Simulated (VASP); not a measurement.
# Ge (Pmmn) in VASP: a series of runs

The runs below take Ge through single point, with PBEsol.

Program: VASP 6.6.1. These are calculated values, not measurements. Logs are shortened: lines on timing, memory, paths and dates and some standing lists are left out, and cuts for length are marked.

### Step 1. The cell of the first run

Symmetry: Pmmn, No. 59, orthorhombic system. The conventional cell has a = 2.765 Å, b = 5.039 Å, c = 2.643 Å, α = 90.00°, β = 90.00°, γ = 90.00°. Within 3.5 Å of Ge (site symmetry mm2) lie 8 Ge at 2.64 to 2.90 Å.

### Step 2. Single point, PBEsol (mode 5 (55.6 1/cm) frozen in, largest displacement -0.200 Å)

INCAR reads:

```
  PREC = Accurate
  ENCUT = 520
  EDIFF = 1E-6
  ISMEAR = 0
  SIGMA = 0.15
  LREAL = F
  LASPH = T
  NELM = 100
  ALGO = Normal
  ISIF = 2
  LWAVE = F
  LCHARG = F
  GGA = PS
  NBANDS = 21
```

KPOINTS reads:

```
Automatic mesh
0
Gamma
  22 22 12
```

POSCAR reads:

```
Ge
1.0
    0.0000000000      0.0000000000     -2.6427277821
    2.7652112298      0.0000000000      0.0000000000
    0.0000000000     -5.0390024825      0.0000000000
Ge
2
Direct
    0.0756793800      0.5000000000      0.0000000000
   -0.0756793800      0.0000000000      0.5000000000
```

Potentials or basis: VASP PAW PBE potentials, release 64 (Ge_d).

Started as:

```bash
> cat potpaw_PBE.64/Ge_d/POTCAR > POTCAR
> mpirun -np 1 vasp_std > vasp.out
```

OUTCAR:

```text
PREC = Accurate
   ENCUT = 520
   EDIFF = 1E-6
   ISMEAR = 0
   LREAL = F
   LASPH = T
   NELM = 100
   ISIF = 2
   GGA = PS

 ion  position               nearest neighbor table
   1  0.076  0.500  0.000-   2 2.90   2 2.90   2 2.90   2 2.90
   2  0.924  0.000  0.500-   1 2.90   1 2.90   1 2.90   1 2.90

  LATTYP: Found a simple orthorhombic cell.
 ALAT       =     2.6427277821
 B/A-ratio  =     1.0463473569
 C/A-ratio  =     1.9067429179

  Lattice vectors:

 A1 = (   0.0000000000,   0.0000000000,  -2.6427277821)
 A2 = (   2.7652112298,   0.0000000000,   0.0000000000)
 A3 = (   0.0000000000,  -5.0390024825,   0.0000000000)

Analysis of symmetry for initial positions (statically):
=====================================================================
 Subroutine PRICEL returns:
 Original cell was already a primitive cell.

 Routine SETGRP: Setting up the symmetry group for a
 simple orthorhombic supercell.

 Subroutine GETGRP returns: Found  8 space group operations
 (whereof  4 operations were pure point group operations)
 out of a pool of  8 trial point group operations.

The static configuration has the point symmetry C_2v.
 The point group associated with its full space group is D_2h.

Analysis of symmetry for dynamics (positions and initial velocities):
=====================================================================
 Subroutine PRICEL returns:
 Original cell was already a primitive cell.

 Routine SETGRP: Setting up the symmetry group for a
 simple orthorhombic supercell.

 Subroutine GETGRP returns: Found  8 space group operations
 (whereof  4 operations were pure point group operations)
 out of a pool of  8 trial point group operations.

The dynamic configuration has the point symmetry C_2v.
 The point group associated with its full space group is D_2h.

 Subroutine INISYM returns: Found  8 space group operations
 (whereof  4 operations are pure point group operations),
 and found     1 'primitive' translations

----------------------------------------------------------------------------------------

                                     Primitive cell

  volume of cell :      36.8235

  direct lattice vectors                    reciprocal lattice vectors
     0.000000000  0.000000000 -2.642727782     0.000000000  0.000000000 -0.378396900
     2.765211230  0.000000000  0.000000000     0.361636026  0.000000000  0.000000000
     0.000000000 -5.039002482  0.000000000     0.000000000 -0.198451976  0.000000000

  length of vectors
     2.642727782  2.765211230  5.039002482     0.378396900  0.361636026  0.198451976

  position of ions in fractional coordinates (direct lattice)
     0.075679380  0.500000000  0.000000000
     0.924320620  0.000000000  0.500000000

  ion indices of the primitive-cell ions
   primitive index   ion index
                 1           1
                 2           2

----------------------------------------------------------------------------------------

 KPOINTS: Automatic mesh

Automatic generation of k-mesh.
 Grid dimensions read from file:
 generate k-points for:   22   22   12

 Generating k-lattice:

  Cartesian coordinates                     Fractional coordinates (reciprocal lattice)
     0.000000000  0.000000000 -0.017199859     0.045454545  0.000000000  0.000000000
     0.016438001  0.000000000  0.000000000     0.000000000  0.045454545  0.000000000
     0.000000000 -0.016537665  0.000000000     0.000000000  0.000000000  0.083333333

  Length of vectors
     0.017199859  0.016438001  0.016537665

  Shift w.r.t. Gamma in fractional coordinates (k-lattice)
     0.000000000  0.000000000  0.000000000

 Subroutine IBZKPT returns following result:
 ===========================================

 Found   1008 irreducible k-points:

 Following reciprocal coordinates:
            Coordinates               Weight
  0.000000  0.000000  0.000000      1.000000
  0.045455  0.000000  0.000000      2.000000
  0.090909  0.000000  0.000000      2.000000
  0.136364  0.000000  0.000000      2.000000
  0.181818  0.000000  0.000000      2.000000
  0.227273  0.000000  0.000000      2.000000
[... 16 lines left out ...]
  0.454545  0.045455  0.000000      4.000000
  0.500000  0.045455  0.000000      2.000000
 [... further k-points ...]
   k-points           NKPTS =   1008   k-points in BZ     NKDIM =   1008   number of bands    NBANDS=     21
   number of dos      NEDOS =    301   number of ions     NIONS =      2
   total plane-waves  NPLWV =  19200
   dimension x,y,z NGX =    20 NGY =   24 NGZ =   40
   dimension x,y,z NGXF=    40 NGYF=   48 NGZF=   80
   ions per type =               2
   NGX,Y,Z   is equivalent  to a cutoff of  12.58, 14.43, 13.20 a.u.
   NGXF,Y,Z  is equivalent  to a cutoff of  25.16, 28.86, 26.39 a.u.
 SYSTEM =  unknown system
   PREC   = accura    normal or accurate (medium, high low for compatibility)
   ISTART =      0    job   : 0-new  1-cont  2-samecut
   ICHARG =      2    charge: 1-file 2-atom 10-const
   ISPIN  =      1    spin polarized calculation?
   LNONCOLLINEAR =      F non collinear calculations
   LSORBIT =      F    spin-orbit coupling
   LASPH  =      T    aspherical Exc in radial PAW
   ENCUT  =  520.0 eV  38.22 Ry    6.18 a.u.   4.91  5.14  9.37*2*pi/ulx,y,z
   NELM   =    100;   NELMIN=  2; NELMDL= -5     # of ELM steps
   EDIFF  = 0.1E-05   stopping-criterion for ELM
   LREAL  =      F    real-space projection
   EDIFFG = 0.1E-04   stopping-criterion for IOM
   NSW    =      0    number of steps for IOM
   IBRION =     -1    ionic relax: 0-MD 1-quasi-New 2-CG
   NFREE  =      0    steps in history (QN), initial steepest desc. (CG)
   ISIF   =      2    stress and relaxation
   ISYM   =      2    0-nonsym 1-usesym 2-fastsym
   POTIM  = 0.5000    time-step for ionic-motion
   TEBEG  =    0.0;   TEEND  =   0.0 temperature during run
   PSTRESS=    0.0 pullay stress
   NELECT =      28.0000    total number of electrons
   NUPDOWN=      -1.0000    fix difference up-down
   EMIN   =  10.00;   EMAX   =-10.00  energy-range for DOS
   EFERMI =   0.00;   METHOD = LEGACY
   ISMEAR =     0;   SIGMA  =   0.15  broadening in eV -4-tet -1-fermi 0-gaus
   EFERMI_NEDOS =   21; number of points for ismear=-14 and -15
   IALGO  =     38    algorithm
   IMIX   =      4    mixing-type and parameters
     AMIX     =   0.40;   BMIX     =  1.00
     AMIX_MAG =   1.60;   BMIX_MAG =  1.00
  volume/ion in A,a.u.               =      18.41       124.25
  Fermi-wavevector in a.u.,A,eV,Ry     =   1.494236  2.823696 30.378271  2.232740
  Thomas-Fermi vector in A             =   2.606534
   LORBIT       =      0    0 simple, 1 ext, 2 COOP (PROOUT), +10 PAW based schemes
   GGA     = PS    functional components
   LHFCALC =     F    Hartree Fock is set to
   AEXX    =    0.0000 exact exchange contribution
   IVDW    =     0    specifies the selected vdW correction
   LEPSILON=     F    determine dielectric tensor
   LRPA    =     F    only Hartree local field effects (RPA)
 non-spin polarized calculation
 Gauss-broadening in eV      SIGMA  =   0.15
  energy-cutoff  :      520.00
  volume of cell :       36.82
 maximum number of plane-waves:      1016
 NGX is ok and might be reduce to    20
   NGX =  9   NGY = 11   NGZ = 19

 number of electron      27.9999984 magnetization

 Free energy of the ion-electron system (eV)
  ---------------------------------------------------
  ext. energy  EPLUGINS =         0.00000000
  ---------------------------------------------------
  free energy    TOTEN  =        -9.47273598 eV

  energy without entropy =       -9.46428389  energy(sigma->0) =       -9.46850993

 E-fermi :   6.8146     XC(G=0): -11.5113

 val. band max:        6.8145518033   @ k =   0.5000   0.2273   0.1667
 cond. band min:       6.8183365409   @ k =   0.4545   0.0000   0.2500
 fundamental gap:      0.0037847376
 Fermi energy:         6.8145575675

 k-point     1 :       0.0000    0.0000    0.0000
  band No.  band energies     occupation
      1     -17.9424      2.00000
      2     -17.9362      2.00000
      3     -17.8577      2.00000
      4     -17.8378      2.00000
      5     -17.8089      2.00000
      6     -17.7303      2.00000
[... 13 lines left out ...]
     20      18.8974      0.00000
     21      20.0932      0.00000

 k-point     2 :       0.0455    0.0000    0.0000
  band No.  band energies     occupation
      1     -17.9377      2.00000
      2     -17.9332      2.00000
      3     -17.8574      2.00000
      4     -17.8350      2.00000
      5     -17.8086      2.00000
      6     -17.7328      2.00000
[... 13 lines left out ...]
     20      18.9183      0.00000
     21      20.1537      0.00000

 k-point     3 :       0.0909    0.0000    0.0000
  band No.  band energies     occupation
      1     -17.9258      2.00000
      2     -17.9236      2.00000
      3     -17.8564      2.00000
      4     -17.8263      2.00000
      5     -17.8079      2.00000
      6     -17.7400      2.00000
[... 13 lines left out ...]
     20      19.5438      0.00000
     21      20.1004      0.00000

 k-point     4 :       0.1364    0.0000    0.0000
  band No.  band energies     occupation
      1     -17.9153      2.00000
      2     -17.9027      2.00000
      3     -17.8547      2.00000
      4     -17.8105      2.00000
      5     -17.8067      2.00000
      6     -17.7513      2.00000
[... 13 lines left out ...]
     20      18.5556      0.00000
     21      20.0818      0.00000

 k-point     5 :       0.1818    0.0000    0.0000
  band No.  band energies     occupation
      1     -17.9052      2.00000
      2     -17.8770      2.00000
      3     -17.8509      2.00000
      4     -17.8051      2.00000
      5     -17.7870      2.00000
      6     -17.7656      2.00000
[... 13 lines left out ...]
     20      17.2925      0.00000
     21      20.4202      0.00000
[... 382 lines left out ...]
     20      19.1389      0.00000
     21      21.7751      0.00000

 k-point    22 :       0.4091    0.0455    0.0000
  band No.  band energies     occupation
      1     -17.8748      2.00000
      2     -17.8455      2.00000
      3     -17.8384      2.00000
      4     -17.7975      2.00000
      5     -17.7754      2.00000
      6     -17.7618      2.00000
[... 13 lines left out ...]
     20      19.6810      0.00000
     21      21.3173      0.00000

 k-point    23 :       0.4545    0.0455    0.0000
  band No.  band energies     occupation
      1     -17.8732      2.00000
      2     -17.8451      2.00000
      3     -17.8447      2.00000
      4     -17.7968      2.00000
      5     -17.7801      2.00000
      6     -17.7668      2.00000
[... 13 lines left out ...]
     20      20.1355      0.00000
     21      20.9548      0.00000

 k-point    24 :       0.5000    0.0455    0.0000
  band No.  band energies     occupation
      1     -17.8727      2.00000
      2     -17.8473      2.00000
      3     -17.8445      2.00000
      4     -17.7966      2.00000
      5     -17.7818      2.00000
      6     -17.7685      2.00000
[... 13 lines left out ...]
     20      20.3141      0.00000
     21      20.8670      0.00000

 [... further k-points ...]

------------------------ aborting loop because EDIFF is reached ----------------------------------------

  FORCE on cell =-STRESS in cart. coord.  units (eV):
  Direction    XX          YY          ZZ          XY          YZ          ZX
  --------------------------------------------------------------------------------------
  -------------------------------------------------------------------------------------
  Total        0.1911715     -0.3035383      0.1609276      0.0000000      0.0000000      0.0000000
  in kB        8.3177971    -13.2068363      7.0018985      0.0000000      0.0000000      0.0000000
  external PRESSURE =       0.7042864 kB  Pullay stress =       0.0000000 kB

 VOLUME and BASIS-vectors are now :
 -----------------------------------------------------------------------------
  energy-cutoff  :      520.00
  volume of cell :       36.82
      direct lattice vectors                 reciprocal lattice vectors
     0.000000000  0.000000000 -2.642727782     0.000000000  0.000000000 -0.378396900
     2.765211230  0.000000000  0.000000000     0.361636026  0.000000000  0.000000000
     0.000000000 -5.039002482  0.000000000     0.000000000 -0.198451976  0.000000000

 POSITION                                       TOTAL-FORCE (eV/Angst)
 -----------------------------------------------------------------------------------
      1.38261      0.00000     -0.20000         0.000000      0.000000      0.165982
      0.00000     -2.51950     -2.44273         0.000000      0.000000     -0.165982
 -----------------------------------------------------------------------------------
    total drift:                                0.000000      0.000000     -0.000000

  FREE ENERGIE OF THE ION-ELECTRON SYSTEM (eV)
  ---------------------------------------------------
  free  energy   TOTEN  =        -9.4727359805 eV

  energy  without entropy=       -9.4642838862  energy(sigma->0) =       -9.46850993
```

It took 14 min on 1 thread of Intel Xeon Platinum 8488C (Sapphire Rapids), shared host; peak memory 0.64 GiB.

What came out:

```
Free energy            : -9.4727 eV
Pressure               : 0.1 GPa
Largest force          : 0.166 eV/Å
Band gap on the k mesh : zero (band 14 reaches 12.08 eV, above the bottom of band 15 at 4.44 eV)
```

Forces on the atoms (eV/Å):
```
Ge   0.000  0.000  0.166
Ge   0.000  0.000 -0.166
```

Caveat: the cell differs from its parent crystal (mode 5 (55.6 1/cm) frozen in, largest displacement -0.200 Å); the PAW data sets were made with another functional, which shifts forces and pressure a little.

### Step 3. Single point, PBEsol (mode 5 (55.6 1/cm) frozen in, largest displacement +0.150 Å)

INCAR reads:

```
PREC = Accurate
ENCUT = 520
EDIFF = 1E-6
ISMEAR = 0
SIGMA = 0.15
LREAL = False
LASPH = True
NELM = 100
ALGO = Normal
ISIF = 2
LWAVE = False
LCHARG = False
GGA = PS
NBANDS = 21
```

KPOINTS reads:

```
regular mesh
0
Gamma
  22 22 12
```

POSCAR reads:

```
Ge
1.0
    0.0000000000      0.0000000000     -2.6427277821
    2.7652112298      0.0000000000      0.0000000000
    0.0000000000     -5.0390024825      0.0000000000
Ge
2
Direct
   -0.0567595350      0.5000000000      0.0000000000
    0.0567595350      0.0000000000      0.5000000000
```

Potentials or basis: VASP PAW PBE potentials, release 64 (Ge_d).

Started as:

```bash
> cat potpaw_PBE.64/Ge_d/POTCAR > POTCAR
> mpirun -np 1 vasp_std > vasp.out
```

Run time: 11 min. Hardware: 1 thread of Intel Xeon Platinum 8488C (Sapphire Rapids), shared host; peak memory 0.64 GiB.

The run converged. Its results:

| Quantity | Value |
| --- | --- |
| Free energy | -9.4873 eV |
| Pressure | 0.0 GPa |
| Largest force | 0.123 eV/Å |
| Band gap on the k mesh | zero (band 14 reaches 12.06 eV, above the bottom of band 15 at 4.43 eV) |

Forces on the atoms (eV/Å):
```
Ge   0.000  0.000 -0.123
Ge   0.000  0.000  0.123
```

Stress tensor (GPa, compression positive):
```
 0.99  0.00  0.00
 0.00 -1.15  0.00
 0.00  0.00  0.16
```

Levels at points of the mesh, in eV from the Fermi level:
| k point | band 10 | band 11 | band 12 | band 13 | band 14 | band 15 | band 16 | band 17 | band 18 | band 19 |
| --- | --- | --- | --- | --- | --- | --- | --- | --- | --- | --- |
| (0.00, 0.00, 0.00) | -24.48 | -13.43 | -8.72 | -5.90 | 5.06 | 7.16 | 7.77 | 8.91 | 9.00 | 9.22 |
| (0.50, 0.00, 0.00) | -24.42 | -9.28 | -6.33 | -4.14 | -2.47 | -2.37 | 2.83 | 8.26 | 11.24 | 11.81 |
| (0.00, 0.50, 0.00) | -24.51 | -8.71 | -8.71 | -3.19 | -3.19 | -0.87 | -0.87 | 10.94 | 10.94 | 15.20 |
| (0.50, 0.50, 0.00) | -24.40 | -4.48 | -4.48 | -2.14 | -2.14 | 0.62 | 0.62 | 2.53 | 2.53 | 5.24 |
| (0.00, 0.00, 0.50) | -24.49 | -11.99 | -11.99 | 0.20 | 0.20 | 6.47 | 6.47 | 8.30 | 8.30 | 10.17 |
| (0.50, 0.00, 0.50) | -24.47 | -7.87 | -7.87 | -4.85 | -4.85 | 3.90 | 3.90 | 8.27 | 8.27 | 9.64 |
| (0.00, 0.50, 0.50) | -24.50 | -8.06 | -8.06 | -5.73 | -5.73 | 3.70 | 3.70 | 7.75 | 7.75 | 11.12 |
| (0.50, 0.50, 0.50) | -24.40 | -3.52 | -3.52 | -2.38 | -2.38 | -1.88 | -1.88 | 3.11 | 3.11 | 7.16 |

Caveat: the cell differs from its parent crystal (mode 5 (55.6 1/cm) frozen in, largest displacement +0.150 Å); the PAW data sets were made with another functional, which shifts forces and pressure a little.

(Part 1 of 3 ends here.)
